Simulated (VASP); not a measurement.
Pb: density of states with PBE

The system is Pb.

```
Pb
1.0
     3.41823    0.00000    0.00000
    -1.70911    2.96027    0.00000
     0.00000    0.00000    3.27151
Pb
1
Direct
  0.00000 0.00000 0.00000
```

| Item | Value |
| --- | --- |
| Program | VASP 6.6.1 |
| Task | density of states |
| Functional | PBE |
| Potentials or basis | VASP PAW PBE potentials, release 64 (Pb_d) |
| Cutoff | 520 eV |
| k mesh | 13 × 13 × 12 |
| Occupations | fermi-dirac, width 0.1 eV |
| Spin | no spin polarisation |
| Dipole correction | no |
| k mesh for the DOS | 20 × 20 × 18 |
| Occupations for the DOS | tetrahedron |
| Further INCAR settings | ALGO = Normal; EDIFF = 1e-07 |

```
Valence electrons inside the program's atomic spheres : Pb 11.95
```

Levels at points of the mesh, in eV from the Fermi level:
| k point | band 5 | band 6 | band 7 | band 8 | band 9 | band 10 |
| --- | --- | --- | --- | --- | --- | --- |
| (0.00, 0.00, 0.00) | -16.66 | -11.22 | 4.54 | 6.50 | 6.50 | 8.12 |
| (0.50, 0.00, 0.00) | -16.63 | -8.10 | -3.77 | 3.25 | 7.10 | 7.62 |
| (0.00, 0.00, 0.50) | -16.79 | -8.97 | -3.98 | 8.80 | 8.80 | 11.58 |
| (0.50, 0.00, 0.50) | -16.52 | -5.91 | -1.77 | -1.12 | 3.79 | 5.31 |

It took 85 s on 1 thread of AMD EPYC 7R13 Processor (Zen 3) (shared host), peak memory 0.24 GiB.

Caveat: spin-orbit coupling is left out, which moves the levels of the heavy elements.
